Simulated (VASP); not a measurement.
# LiF (Fm-3m) in VASP: single point with r2SCAN

Aim: the single point of LiF with r2SCAN.

Everything below comes from runs of VASP 6.6.1. Logs are shortened: lines on timing, memory, paths and dates and some standing lists are left out, and cuts for length are marked.

### Step 1. The cell of the first run

Symmetry: Fm-3m, No. 225, cubic system. The conventional cell has a = 4.069 Å, b = 4.069 Å, c = 4.069 Å, α = 90.00°, β = 90.00°, γ = 90.00°. Within 2.7 Å of Li (site symmetry m-3m) lie 6 F at 2.03 Å. Within 2.7 Å of F (site symmetry m-3m) lie 6 Li at 2.03 Å.

### Step 2. Single point, r2SCAN

POSCAR reads:

```
LiF
1.0
    0.0000000000      2.0343030395      2.0343030395
    2.0343030395      0.0000000000      2.0343030395
    2.0343030395      2.0343030395      0.0000000000
Li F
1 1
Direct
    0.5000000000      0.5000000000      0.5000000000
    0.0000000000      0.0000000000      0.0000000000
```

INCAR.step1 reads:

```
SYSTEM = LiF
ALGO = Normal
EDIFF = 1E-4
ENCUT = 520
GGA = PE
ISMEAR = 0
LASPH = .True.
LCHARG = .False.
LREAL = .False.
LWAVE = .True.
NBANDS = 12
NELM = 60
PREC = Accurate
SIGMA = 0.02
```

INCAR.step2 reads:

```
SYSTEM = LiF
ALGO = Normal
EDIFF = 1E-6
ENCUT = 520
ISIF = 2
ISMEAR = 0
ISTART = 1
LASPH = .True.
LCHARG = .True.
LELF = .True.
LMIXTAU = .True.
LREAL = .False.
LVHAR = .True.
LWAVE = .False.
METAGGA = R2SCAN
NBANDS = 12
NELM = 60
PREC = Accurate
SIGMA = 0.02
```

KPOINTS reads:

```
k-points
0
Gamma
  10 10 10
  0 0 0
```

Potentials or basis: VASP PAW PBE potentials, release 64 (Li_sv, F).

Command:

```console
cat potpaw_PBE.64/Li_sv/POTCAR potpaw_PBE.64/F/POTCAR > POTCAR
cp INCAR.step1 INCAR
mpirun -np 1 vasp_std > vasp.out
cp INCAR.step2 INCAR
mpirun -np 1 vasp_std > vasp.out
```

OUTCAR:

```text
SYSTEM = LiF
   EDIFF = 1E-6
   ENCUT = 520
   ISIF = 2
   ISMEAR = 0
   ISTART = 1
   LASPH = .True.
   LREAL = .False.
   METAGGA = R2SCAN
   NELM = 60
   PREC = Accurate

 ion  position               nearest neighbor table
   1  0.500  0.500  0.500-   2 2.03   2 2.03   2 2.03   2 2.03   2 2.03   2 2.03
   2  0.000  0.000  0.000-   1 2.03   1 2.03   1 2.03   1 2.03   1 2.03   1 2.03

  LATTYP: Found a face centered cubic cell.
 ALAT       =     4.0686060790

  Lattice vectors:

 A1 = (   0.0000000000,   2.0343030395,   2.0343030395)
 A2 = (   2.0343030395,   0.0000000000,   2.0343030395)
 A3 = (   2.0343030395,   2.0343030395,   0.0000000000)

Analysis of symmetry for initial positions (statically):
=====================================================================
 Subroutine PRICEL returns:
 Original cell was already a primitive cell.

 Routine SETGRP: Setting up the symmetry group for a
 face centered cubic supercell.

 Subroutine GETGRP returns: Found 48 space group operations
 (whereof 48 operations were pure point group operations)
 out of a pool of 48 trial point group operations.

The static configuration has the point symmetry O_h .

Analysis of symmetry for dynamics (positions and initial velocities):
=====================================================================
 Subroutine PRICEL returns:
 Original cell was already a primitive cell.

 Routine SETGRP: Setting up the symmetry group for a
 face centered cubic supercell.

 Subroutine GETGRP returns: Found 48 space group operations
 (whereof 48 operations were pure point group operations)
 out of a pool of 48 trial point group operations.

The dynamic configuration has the point symmetry O_h .

 Subroutine INISYM returns: Found 48 space group operations
 (whereof 48 operations are pure point group operations),
 and found     1 'primitive' translations

----------------------------------------------------------------------------------------

                                     Primitive cell

  volume of cell :      16.8375

  direct lattice vectors                    reciprocal lattice vectors
     0.000000000  2.034303040  2.034303040    -0.245784424  0.245784424  0.245784424
     2.034303040  0.000000000  2.034303040     0.245784424 -0.245784424  0.245784424
     2.034303040  2.034303040  0.000000000     0.245784424  0.245784424 -0.245784424

  length of vectors
     2.876938948  2.876938948  2.876938948     0.425711109  0.425711109  0.425711109

  position of ions in fractional coordinates (direct lattice)
     0.500000000  0.500000000  0.500000000
     0.000000000  0.000000000  0.000000000

  ion indices of the primitive-cell ions
   primitive index   ion index
                 1           1
                 2           2

----------------------------------------------------------------------------------------

 KPOINTS: k-points

Automatic generation of k-mesh.
 Grid dimensions read from file:
 generate k-points for:   10   10   10

 Generating k-lattice:

  Cartesian coordinates                     Fractional coordinates (reciprocal lattice)
    -0.024578442  0.024578442  0.024578442     0.100000000  0.000000000  0.000000000
     0.024578442 -0.024578442  0.024578442     0.000000000  0.100000000  0.000000000
     0.024578442  0.024578442 -0.024578442     0.000000000  0.000000000  0.100000000

  Length of vectors
     0.042571111  0.042571111  0.042571111

  Shift w.r.t. Gamma in fractional coordinates (k-lattice)
     0.000000000  0.000000000  0.000000000

 Subroutine IBZKPT returns following result:
 ===========================================

 Found     47 irreducible k-points:

 Following reciprocal coordinates:
            Coordinates               Weight
  0.000000  0.000000  0.000000      1.000000
  0.100000  0.000000  0.000000      8.000000
  0.200000  0.000000  0.000000      8.000000
  0.300000  0.000000  0.000000      8.000000
  0.400000  0.000000  0.000000      8.000000
  0.500000  0.000000  0.000000      4.000000
[... 16 lines left out ...]
  0.300000  0.300000  0.000000      6.000000
  0.400000  0.300000  0.000000     24.000000
 [... further k-points ...]
   k-points           NKPTS =     47   k-points in BZ     NKDIM =     47   number of bands    NBANDS=     12
   number of dos      NEDOS =    301   number of ions     NIONS =      2
   total plane-waves  NPLWV =  13824
   dimension x,y,z NGX =    24 NGY =   24 NGZ =   24
   dimension x,y,z NGXF=    48 NGYF=   48 NGZF=   48
   ions per type =               1   1
   NGX,Y,Z   is equivalent  to a cutoff of  13.87, 13.87, 13.87 a.u.
   NGXF,Y,Z  is equivalent  to a cutoff of  27.74, 27.74, 27.74 a.u.
 SYSTEM =  LiF
   PREC   = accura    normal or accurate (medium, high low for compatibility)
   ISTART =      1    job   : 0-new  1-cont  2-samecut
   ICHARG =      0    charge: 1-file 2-atom 10-const
   ISPIN  =      1    spin polarized calculation?
   LNONCOLLINEAR =      F non collinear calculations
   LSORBIT =      F    spin-orbit coupling
   LASPH  =      T    aspherical Exc in radial PAW
   ENCUT  =  520.0 eV  38.22 Ry    6.18 a.u.   5.35  5.35  5.35*2*pi/ulx,y,z
   NELM   =     60;   NELMIN=  2; NELMDL=  0     # of ELM steps
   EDIFF  = 0.1E-05   stopping-criterion for ELM
   LREAL  =      F    real-space projection
   EDIFFG = 0.1E-04   stopping-criterion for IOM
   NSW    =      0    number of steps for IOM
   IBRION =     -1    ionic relax: 0-MD 1-quasi-New 2-CG
   NFREE  =      0    steps in history (QN), initial steepest desc. (CG)
   ISIF   =      2    stress and relaxation
   ISYM   =      2    0-nonsym 1-usesym 2-fastsym
   POTIM  = 0.5000    time-step for ionic-motion
   TEBEG  =    0.0;   TEEND  =   0.0 temperature during run
   PSTRESS=    0.0 pullay stress
   NELECT =      10.0000    total number of electrons
   NUPDOWN=      -1.0000    fix difference up-down
   EMIN   =  10.00;   EMAX   =-10.00  energy-range for DOS
   EFERMI =   0.00;   METHOD = LEGACY
   ISMEAR =     0;   SIGMA  =   0.02  broadening in eV -4-tet -1-fermi 0-gaus
   EFERMI_NEDOS =   21; number of points for ismear=-14 and -15
   IALGO  =     38    algorithm
   IMIX   =      4    mixing-type and parameters
     AMIX     =   0.40;   BMIX     =  1.00
     AMIX_MAG =   1.60;   BMIX_MAG =  1.00
  volume/ion in A,a.u.               =       8.42        56.81
  Fermi-wavevector in a.u.,A,eV,Ry     =   1.376097  2.600447 25.764593  1.893644
  Thomas-Fermi vector in A             =   2.501373
   LORBIT       =      0    0 simple, 1 ext, 2 COOP (PROOUT), +10 PAW based schemes
   METAGGA = R2SCAN    functional components
   LHFCALC =     F    Hartree Fock is set to
   AEXX    =    0.0000 exact exchange contribution
   IVDW    =     0    specifies the selected vdW correction
   LEPSILON=     F    determine dielectric tensor
   LRPA    =     F    only Hartree local field effects (RPA)
 non-spin polarized calculation
 Gauss-broadening in eV      SIGMA  =   0.02
  energy-cutoff  :      520.00
  volume of cell :       16.84
 maximum number of plane-waves:       469
 NGX is ok and might be reduce to    24
   NGX = 11   NGY = 11   NGZ = 11

 number of electron       9.9999992 magnetization

 Free energy of the ion-electron system (eV)
  ---------------------------------------------------
  ext. energy  EPLUGINS =         0.00000000
  ---------------------------------------------------
  free energy    TOTEN  =       -11.88864938 eV

  energy without entropy =      -11.88864938  energy(sigma->0) =      -11.88864938

 E-fermi :  -1.6950     XC(G=0): -10.3866

 val. band max:       -1.8167278303   @ k =   0.0000   0.0000   0.0000
 cond. band min:       8.1574900319   @ k =   0.0000   0.0000   0.0000
 fundamental gap:      9.9742178623
 Fermi energy:        -1.6950165961

 k-point     1 :       0.0000    0.0000    0.0000
  band No.  band energies     occupation
      1     -43.9448      2.00000
      2     -22.8335      2.00000
      3      -1.8167      2.00000
      4      -1.8167      2.00000
      5      -1.8167      2.00000
      6       8.1575      0.00000
      7      23.3600      0.00000
      8      23.3600      0.00000
      9      23.3601      0.00000
     10      23.8205      0.00000
     11      23.8205      0.00000
     12      23.8222      0.00000

 k-point     2 :       0.1000    0.0000    0.0000
  band No.  band energies     occupation
      1     -43.9400      2.00000
      2     -22.7980      2.00000
      3      -2.0875      2.00000
      4      -1.8399      2.00000
      5      -1.8399      2.00000
      6       8.4447      0.00000
      7      20.5310      0.00000
      8      22.2302      0.00000
      9      22.2312      0.00000
     10      24.6552      0.00000
     11      24.6556      0.00000
     12      24.9605      0.00000

 k-point     3 :       0.2000    0.0000    0.0000
  band No.  band energies     occupation
      1     -43.9276      2.00000
      2     -22.7037      2.00000
      3      -2.7419      2.00000
      4      -1.8994      2.00000
      5      -1.8994      2.00000
      6       9.0860      0.00000
      7      18.0142      0.00000
      8      20.7278      0.00000
      9      20.7289      0.00000
     10      25.8960      0.00000
     11      25.8961      0.00000
     12      25.9271      0.00000

 k-point     4 :       0.3000    0.0000    0.0000
  band No.  band energies     occupation
      1     -43.9121      2.00000
      2     -22.5821      2.00000
      3      -3.4720      2.00000
      4      -1.9707      2.00000
      5      -1.9707      2.00000
      6       9.6404      0.00000
      7      16.5280      0.00000
      8      19.4584      0.00000
      9      19.4596      0.00000
     10      27.2804      0.00000
     11      27.5425      0.00000
     12      27.5428      0.00000

 k-point     5 :       0.4000    0.0000    0.0000
  band No.  band energies     occupation
      1     -43.8997      2.00000
      2     -22.4806      2.00000
      3      -4.0179      2.00000
      4      -2.0266      2.00000
      5      -2.0266      2.00000
      6       9.8363      0.00000
      7      16.0015      0.00000
      8      18.6357      0.00000
      9      18.6368      0.00000
     10      28.8316      0.00000
     11      29.2721      0.00000
     12      29.2725      0.00000
[... 228 lines left out ...]
      1     -43.8957      2.00000
      2     -22.4198      2.00000
      3      -3.7225      2.00000
      4      -2.9175      2.00000
      5      -2.0609      2.00000
      6      11.0071      0.00000
      7      15.0486      0.00000
      8      18.9029      0.00000
      9      18.9107      0.00000
     10      28.1160      0.00000
     11      28.1672      0.00000
     12      28.9124      0.00000

 k-point    22 :      -0.2000    0.2000    0.0000
  band No.  band energies     occupation
      1     -43.9072      2.00000
      2     -22.5280      2.00000
      3      -3.3394      2.00000
      4      -2.6448      2.00000
      5      -1.9314      2.00000
      6      10.3343      0.00000
      7      15.8318      0.00000
      8      19.2851      0.00000
      9      19.5116      0.00000
     10      26.3171      0.00000
     11      27.2336      0.00000
     12      29.2640      0.00000

 k-point    23 :       0.3000    0.3000    0.0000
  band No.  band energies     occupation
      1     -43.9028      2.00000
      2     -22.4549      2.00000
      3      -3.6277      2.00000
      4      -2.4554      2.00000
      5      -2.4554      2.00000
      6      11.3199      0.00000
      7      16.9331      0.00000
      8      18.5523      0.00000
      9      19.8758      0.00000
     10      19.8764      0.00000
     11      33.6875      0.00000
     12      33.6927      0.00000

 k-point    24 :       0.4000    0.3000    0.0000
  band No.  band energies     occupation
      1     -43.8936      2.00000
      2     -22.3563      2.00000
      3      -4.0278      2.00000
      4      -2.6558      2.00000
      5      -2.5510      2.00000
      6      12.1594      0.00000
      7      15.8572      0.00000
      8      18.0215      0.00000
      9      19.6322      0.00000
     10      20.6260      0.00000
     11      33.1082      0.00000
     12      34.0614      0.00000

 [... further k-points ...]
[... 5 lines left out ...]
  --------------------------------------------------------------------------------------
  -------------------------------------------------------------------------------------
  Total       -0.5065357     -0.5065357     -0.5065357      0.0000000      0.0000000     -0.0000000
  in kB      -48.1996310    -48.1996310    -48.1996310      0.0000000      0.0000000     -0.0000000
  external PRESSURE =     -48.1996310 kB  Pullay stress =       0.0000000 kB

 VOLUME and BASIS-vectors are now :
 -----------------------------------------------------------------------------
  energy-cutoff  :      520.00
  volume of cell :       16.84
      direct lattice vectors                 reciprocal lattice vectors
     0.000000000  2.034303040  2.034303040    -0.245784424  0.245784424  0.245784424
     2.034303040  0.000000000  2.034303040     0.245784424 -0.245784424  0.245784424
     2.034303040  2.034303040  0.000000000     0.245784424  0.245784424 -0.245784424

 POSITION                                       TOTAL-FORCE (eV/Angst)
 -----------------------------------------------------------------------------------
      2.03430      2.03430      2.03430        -0.000000      0.000000     -0.000000
      0.00000      0.00000      0.00000         0.000000      0.000000      0.000000
 -----------------------------------------------------------------------------------
    total drift:                                0.000000     -0.000000     -0.000000

  FREE ENERGIE OF THE ION-ELECTRON SYSTEM (eV)
  ---------------------------------------------------
  free  energy   TOTEN  =       -11.8886493812 eV

  energy  without entropy=      -11.8886493812  energy(sigma->0) =      -11.88864938
```

It took 28 s on 1 thread of Intel Xeon Platinum 8259CL at 2.50GHz (Skylake/Cascade Lake), shared host; peak memory 0.13 GiB.

Results:

- Free energy: -11.8886 eV
- Band gap on the k mesh: 9.97 eV, direct

Caveat: the cutoff is under 1.25 times the usual one of these potentials, so pressure, stress and relaxed cells hold a basis-set (Pulay) error; the PAW data sets were made with another functional, which shifts forces and pressure a little. r2SCAN opens gaps a little over a GGA but as a rule still falls short of measured ones.
